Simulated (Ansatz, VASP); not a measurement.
One calculation of HfN, two programs

```xyz
2
Lattice="0.0000 2.2590 2.2138 2.2590 0.0000 2.2138 2.2590 2.2590 0.0000" Properties=species:S:1:pos:R:3 pbc="T T T"
Hf    0.0000    0.0000    0.0000
N     2.2590    2.2590    2.2138
```

Change from the starting cell: zz strain of -2 %, crystal datasets.

Alike in both runs: task electric field gradients; functional PBEsol; k mesh 10 × 10 × 10; occupations fermi-dirac, width 0.01 eV; no spin polarisation.

```csv
,VASP,Ansatz
version,VASP 6.6.1,Ansatz 0.2.0
potentials or method,"VASP PAW PBE potentials, release 64 (Hf_pv, N), cutoff 520 eV","all-electron PAW with datasets made for the crystal, scalar-relativistic"
```

```tsv
	VASP	Ansatz	Ansatz less VASP
pressure (GPa)	0.8	3.0	+2.22
traceless stress, the component that is largest in VASP (GPa)	6.23	6.53	+0.296
size of Vzz on the site where it differs most (V/Å²)	81.3	91.9	+10.53
```

VASP's potentials were made for PBE, not for PBEsol. Ansatz ran all-electron here, and VASP with PAW potentials.

Spin-orbit coupling is off throughout.
